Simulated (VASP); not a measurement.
# HPt3 in VASP: further runs

Runs on HPt3. Level: PBE. Tasks: single point, relaxation of the atoms.

Everything below comes from runs of VASP 6.6.1. Logs are shortened: lines on timing, memory, paths and dates and some standing lists are left out, and cuts for length are marked.

## Step 1: The cell of the first run

The cell holds a slab with vacuum, 4 atoms: a = 2.807 Å, b = 2.807 Å, c = 20.119 Å, α = 90.00°, β = 90.00°, γ = 120.00°.

## Step 2: Single point, PBE

Input file INCAR:

```
SYSTEM = HPt3
PREC = Accurate
ENCUT = 430
EDIFF = 1E-6
ISMEAR = 0
SIGMA = 0.1
LREAL = .FALSE.
LASPH = .TRUE.
NELM = 120
ALGO = Normal
ISIF = 2
LWAVE = .FALSE.
LCHARG = .TRUE.
LDIPOL = .TRUE.
IDIPOL = 3
DIPOL = 0.5 0.5 0.362
GGA = PE
LELF = .TRUE.
LVHAR = .TRUE.
LVACPOTAV = .TRUE.
NBANDS = 36
GGA_COMPAT = .FALSE.
NELMDL = -8
```

Input file KPOINTS:

```
regular mesh
0
G
  12 12 1
  0 0 0
```

Input file POSCAR:

```
HPt3
1.0
    2.8071640675      0.0000000000      0.0000000000
   -1.4035820338      2.4310753951      0.0000000000
    0.0000000000      0.0000000000     20.1192652917
Pt H
3 1
Direct
    0.6666666667      0.3333333333      0.1988144170
    0.3333333334      0.6666666667      0.3136149989
    0.0512669112      0.1025338223      0.4313301764
    0.1666666667      0.3333333333      0.5038951096
```

Potentials or basis: VASP PAW PBE potentials, release 64 (Pt_sv_GW, H).

Launch:

```
> cat potpaw_PBE.64/Pt_sv_GW/POTCAR potpaw_PBE.64/H/POTCAR > POTCAR
> mpirun -np 1 vasp_std > vasp.out
```

OUTCAR:

```text
SYSTEM = HPt3
   PREC = Accurate
   ENCUT = 430
   EDIFF = 1E-6
   ISMEAR = 0
   LREAL = .FALSE.
   LASPH = .TRUE.
   NELM = 120
   ISIF = 2
   GGA = PE
   NELMDL = -8

 ion  position               nearest neighbor table
   1  0.667  0.333  0.199-   2 2.82   2 2.82   2 2.82
   2  0.333  0.667  0.314-   3 2.74   1 2.82   1 2.82   1 2.82   3 2.95   3 2.95
   3  0.051  0.103  0.431-   4 1.56   2 2.74   2 2.95   2 2.95
   4  0.167  0.333  0.504-   3 1.56

  LATTYP: Found a hexagonal cell.
 ALAT       =     2.8071640675
 C/A-ratio  =     7.1671141436

  Lattice vectors:

 A1 = (   2.8071640675,   0.0000000000,   0.0000000000)
 A2 = (  -1.4035820338,   2.4310753951,   0.0000000000)
 A3 = (   0.0000000000,   0.0000000000,  20.1192652917)

Analysis of symmetry for initial positions (statically):
=====================================================================
 Subroutine PRICEL returns:
 Original cell was already a primitive cell.

 Routine SETGRP: Setting up the symmetry group for a
 hexagonal supercell.

 Subroutine GETGRP returns: Found  2 space group operations
 (whereof  2 operations were pure point group operations)
 out of a pool of 24 trial point group operations.

The static configuration has the point symmetry C_1h.

Analysis of symmetry for dynamics (positions and initial velocities):
=====================================================================
 Subroutine PRICEL returns:
 Original cell was already a primitive cell.

 Routine SETGRP: Setting up the symmetry group for a
 hexagonal supercell.

 Subroutine GETGRP returns: Found  2 space group operations
 (whereof  2 operations were pure point group operations)
 out of a pool of 24 trial point group operations.

The dynamic configuration has the point symmetry C_1h.

 Subroutine INISYM returns: Found  2 space group operations
 (whereof  2 operations are pure point group operations),
 and found     1 'primitive' translations

----------------------------------------------------------------------------------------

                                     Primitive cell

  volume of cell :     137.3025

  direct lattice vectors                    reciprocal lattice vectors
     2.807164068  0.000000000  0.000000000     0.356231405  0.205670298  0.000000000
    -1.403582034  2.431075395  0.000000000     0.000000000  0.411340595  0.000000000
     0.000000000  0.000000000 20.119265292     0.000000000  0.000000000  0.049703604

  length of vectors
     2.807164068  2.807164068 20.119265292     0.411340595  0.411340595  0.049703604

  position of ions in fractional coordinates (direct lattice)
     0.666666667  0.333333333  0.198814417
     0.333333333  0.666666667  0.313614999
     0.051266911  0.102533822  0.431330176
     0.166666667  0.333333333  0.503895110

  ion indices of the primitive-cell ions
   primitive index   ion index
                 1           1
                 2           2
                 3           3
                 4           4

----------------------------------------------------------------------------------------

 KPOINTS: regular mesh

Automatic generation of k-mesh.
 Grid dimensions read from file:
 generate k-points for:   12   12    1

 Generating k-lattice:

  Cartesian coordinates                     Fractional coordinates (reciprocal lattice)
     0.029685950  0.017139191  0.000000000     0.083333333  0.000000000  0.000000000
     0.000000000  0.034278383  0.000000000     0.000000000  0.083333333  0.000000000
     0.000000000  0.000000000  0.049703604     0.000000000  0.000000000  1.000000000

  Length of vectors
     0.034278383  0.034278383  0.049703604

  Shift w.r.t. Gamma in fractional coordinates (k-lattice)
     0.000000000  0.000000000  0.000000000

 Subroutine IBZKPT returns following result:
 ===========================================

 Found     43 irreducible k-points:

 Following reciprocal coordinates:
            Coordinates               Weight
  0.000000  0.000000  0.000000      1.000000
  0.083333  0.000000  0.000000      4.000000
  0.000000  0.083333  0.000000      2.000000
  0.166667  0.000000  0.000000      4.000000
  0.000000  0.166667  0.000000      2.000000
  0.250000  0.000000  0.000000      4.000000
[... 16 lines left out ...]
 -0.083333  0.416667  0.000000      4.000000
 -0.416667  0.333333  0.000000      4.000000
 [... further k-points ...]
   k-points           NKPTS =     43   k-points in BZ     NKDIM =     43   number of bands    NBANDS=     36
   number of dos      NEDOS =    301   number of ions     NIONS =      4
   total plane-waves  NPLWV =  56000
   dimension x,y,z NGX =    20 NGY =   20 NGZ =  140
   dimension x,y,z NGXF=    40 NGYF=   40 NGZF=  280
   ions per type =               3   1
   NGX,Y,Z   is equivalent  to a cutoff of  11.84, 11.84, 11.57 a.u.
   NGXF,Y,Z  is equivalent  to a cutoff of  23.69, 23.69, 23.14 a.u.
 SYSTEM =  HPt3
   PREC   = accura    normal or accurate (medium, high low for compatibility)
   ISTART =      0    job   : 0-new  1-cont  2-samecut
   ICHARG =      2    charge: 1-file 2-atom 10-const
   ISPIN  =      1    spin polarized calculation?
   LNONCOLLINEAR =      F non collinear calculations
   LSORBIT =      F    spin-orbit coupling
   LASPH  =      T    aspherical Exc in radial PAW
   ENCUT  =  430.0 eV  31.60 Ry    5.62 a.u.   4.75  4.75 34.02*2*pi/ulx,y,z
   NELM   =    120;   NELMIN=  2; NELMDL= -8     # of ELM steps
   EDIFF  = 0.1E-05   stopping-criterion for ELM
   LREAL  =      F    real-space projection
   EDIFFG = 0.1E-04   stopping-criterion for IOM
   NSW    =      0    number of steps for IOM
   IBRION =     -1    ionic relax: 0-MD 1-quasi-New 2-CG
   NFREE  =      0    steps in history (QN), initial steepest desc. (CG)
   ISIF   =      2    stress and relaxation
   ISYM   =      2    0-nonsym 1-usesym 2-fastsym
   POTIM  = 0.5000    time-step for ionic-motion
   TEBEG  =    0.0;   TEEND  =   0.0 temperature during run
   PSTRESS=    0.0 pullay stress
   NELECT =      55.0000    total number of electrons
   NUPDOWN=      -1.0000    fix difference up-down
   EMIN   =  10.00;   EMAX   =-10.00  energy-range for DOS
   EFERMI =   0.00;   METHOD = LEGACY
   ISMEAR =     0;   SIGMA  =   0.10  broadening in eV -4-tet -1-fermi 0-gaus
   EFERMI_NEDOS =   21; number of points for ismear=-14 and -15
   IALGO  =     38    algorithm
   IMIX   =      4    mixing-type and parameters
     AMIX     =   0.40;   BMIX     =  1.00
     AMIX_MAG =   1.60;   BMIX_MAG =  1.00
  volume/ion in A,a.u.               =      34.33       231.64
  Fermi-wavevector in a.u.,A,eV,Ry     =   1.206803  2.280526 19.815155  1.456373
  Thomas-Fermi vector in A             =   2.342459
   LORBIT       =      0    0 simple, 1 ext, 2 COOP (PROOUT), +10 PAW based schemes
   GGA     = PE    functional components
   LHFCALC =     F    Hartree Fock is set to
   AEXX    =    0.0000 exact exchange contribution
   IVDW    =     0    specifies the selected vdW correction
   LEPSILON=     F    determine dielectric tensor
   LRPA    =     F    only Hartree local field effects (RPA)
 non-spin polarized calculation
 Gauss-broadening in eV      SIGMA  =   0.10
  energy-cutoff  :      430.00
  volume of cell :      137.30
 maximum number of plane-waves:      2805
   NGX =  9   NGY =  9   NGZ = 69

 dipolmoment           0.000000      0.000000      0.076597 electrons x Angstroem

 number of electron      55.0000001 magnetization

 dipolmoment           0.000000      0.000000     -0.028320 electrons x Angstroem

 Free energy of the ion-electron system (eV)
  ---------------------------------------------------
  ext. energy  EPLUGINS =         0.00000000
  ---------------------------------------------------
  free energy    TOTEN  =       -20.62819181 eV

  energy without entropy =      -20.60336756  energy(sigma->0) =      -20.61577968

 E-fermi :   0.0647     XC(G=0):  -5.8922

 val. band max:        0.0142906055   @ k =   0.3333   0.2500   0.0000
 cond. band min:       0.0666145045   @ k =   0.4167   0.1667   0.0000
 fundamental gap:      0.0523238990
 Fermi energy:         0.0646736704

 k-point     1 :       0.0000    0.0000    0.0000
  band No.  band energies     occupation
      1     -98.4410      2.00000
      2     -98.2019      2.00000
      3     -97.8157      2.00000
      4     -52.8018      2.00000
      5     -52.4955      2.00000
      6     -52.4179      2.00000
[... 28 lines left out ...]
     35       7.5064      0.00000
     36       8.0238      0.00000

 k-point     2 :       0.0833    0.0000    0.0000
  band No.  band energies     occupation
      1     -98.4398      2.00000
      2     -98.2007      2.00000
      3     -97.8145      2.00000
      4     -52.8001      2.00000
      5     -52.5029      2.00000
      6     -52.4346      2.00000
[... 28 lines left out ...]
     35       7.6823      0.00000
     36       8.1426      0.00000

 k-point     3 :       0.0000    0.0833    0.0000
  band No.  band energies     occupation
      1     -98.4398      2.00000
      2     -98.2007      2.00000
      3     -97.8145      2.00000
      4     -52.8015      2.00000
      5     -52.5117      2.00000
      6     -52.4231      2.00000
[... 28 lines left out ...]
     35       7.6709      0.00000
     36       8.1423      0.00000
[... 742 lines left out ...]
 k-point    23 :      -0.0833    0.4167    0.0000
  band No.  band energies     occupation
      1     -98.4253      2.00000
      2     -98.1862      2.00000
      3     -97.8000      2.00000
      4     -52.8613      2.00000
      5     -52.6575      2.00000
      6     -52.5357      2.00000
[... 28 lines left out ...]
     35       9.0277      0.00000
     36       9.5732      0.00000

 k-point    24 :      -0.4167    0.3333    0.0000
  band No.  band energies     occupation
      1     -98.4254      2.00000
      2     -98.1862      2.00000
      3     -97.8000      2.00000
      4     -52.8012      2.00000
      5     -52.6716      2.00000
      6     -52.5674      2.00000
[... 28 lines left out ...]
     35       8.9885      0.00000
     36       9.2977      0.00000

 [... further k-points ...]

------------------------ aborting loop because EDIFF is reached ----------------------------------------

  FORCE on cell =-STRESS in cart. coord.  units (eV):
  Direction    XX          YY          ZZ          XY          YZ          ZX
  --------------------------------------------------------------------------------------
  -------------------------------------------------------------------------------------
  Total       -4.8167933     -4.4781920     -0.5938770      0.0000000     -0.6746217      0.0000000
  in kB      -56.2069797    -52.2558546     -6.9299281      0.0000000     -7.8721349      0.0000000
  external PRESSURE =     -38.4642541 kB  Pullay stress =       0.0000000 kB

 VOLUME and BASIS-vectors are now :
 -----------------------------------------------------------------------------
  energy-cutoff  :      430.00
  volume of cell :      137.30
      direct lattice vectors                 reciprocal lattice vectors
     2.807164068  0.000000000  0.000000000     0.356231405  0.205670298  0.000000000
    -1.403582034  2.431075395  0.000000000     0.000000000  0.411340595  0.000000000
     0.000000000  0.000000000 20.119265292     0.000000000  0.000000000  0.049703604

 POSITION                                       TOTAL-FORCE (eV/Angst)
 -----------------------------------------------------------------------------------
      1.40358      0.81036      4.00000         0.000000     -0.050238     -0.110034
      0.00000      1.62072      6.30970        -0.000000      0.264364      0.098770
      0.00000      0.24927      8.67805         0.000000     -0.016645      0.005203
      0.00000      0.81036     10.13800         0.000000     -0.197480      0.006061
 -----------------------------------------------------------------------------------
    total drift:                               -0.000002     -0.000074     -0.000652

  FREE ENERGIE OF THE ION-ELECTRON SYSTEM (eV)
  ---------------------------------------------------
  free  energy   TOTEN  =       -20.6281918063 eV

  energy  without entropy=      -20.6033675582  energy(sigma->0) =      -20.61577968

 vacuum level on the upper side and lower side of the slab         4.997         5.748
```

It took 5.3 min on 1 thread of Intel Xeon Platinum 8259CL at 2.50GHz (Skylake/Cascade Lake), shared host; peak memory 0.3 GiB.

What came out:

```yaml
Free_energy: -20.6282 eV
Largest_force: 0.282 eV/Å
Band_gap_on_the_k_mesh: zero (an odd number of electrons rules out a gap without spin polarisation)
```

Forces on the atoms (eV/Å):
```
Pt   0.000 -0.050 -0.110
Pt   0.000  0.264  0.099
Pt   0.000 -0.017  0.005
H    0.000 -0.197  0.006
```

Levels at points of the mesh, in eV from the Fermi level:
| k point | band 25 | band 26 | band 27 | band 28 | band 29 | band 30 |
| --- | --- | --- | --- | --- | --- | --- |
| (0.00, 0.00, 0.00) | -1.62 | -1.17 | -1.10 | -0.86 | -0.17 | -0.07 |
| (0.50, 0.00, 0.00) | 0.18 | 0.29 | 0.61 | 0.74 | 2.26 | 2.75 |
| (0.00, 0.50, 0.00) | 0.12 | 0.34 | 0.61 | 0.95 | 1.54 | 2.95 |

Caveat: spin-orbit coupling is left out, which moves the levels of the heavy elements.

[end of part 1 of 2]

The gap in the log of VASP goes by the Fermi energy; the results here count the filled bands.